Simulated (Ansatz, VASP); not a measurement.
TiC: VASP beside Ansatz

```
Ti C
1.0
    -0.02164    2.15318    2.15318
     2.15318   -0.02164    2.15318
     2.15318    2.15318   -0.02164
Ti C
1 1
Direct
  0.00000 0.00000 0.00000
  0.50000 0.50000 0.50000
```

Change from the starting cell: equal xy, yz and zx shear strains of -1 %.

Alike in both runs: task single point; functional PBEsol; k mesh 16 × 16 × 16; occupations fermi-dirac, width 0.03 eV; no spin polarisation.

```csv
,VASP,Ansatz
version,VASP 6.6.1,Ansatz 0.2.0
potentials or method,"VASP PAW PBE potentials, release 64 (Ti_sv, C), cutoff 520 eV","all-electron LAPW, scalar-relativistic"
```

```tsv
	VASP	Ansatz	Ansatz less VASP
pressure (GPa)	-5.9	-6.2	-0.28
traceless stress, the component that is largest in VASP (GPa)	1.53	1.54	+0.007
```

VASP's potentials were made for PBE, not for PBEsol. Ansatz ran all-electron here, and VASP with PAW potentials.
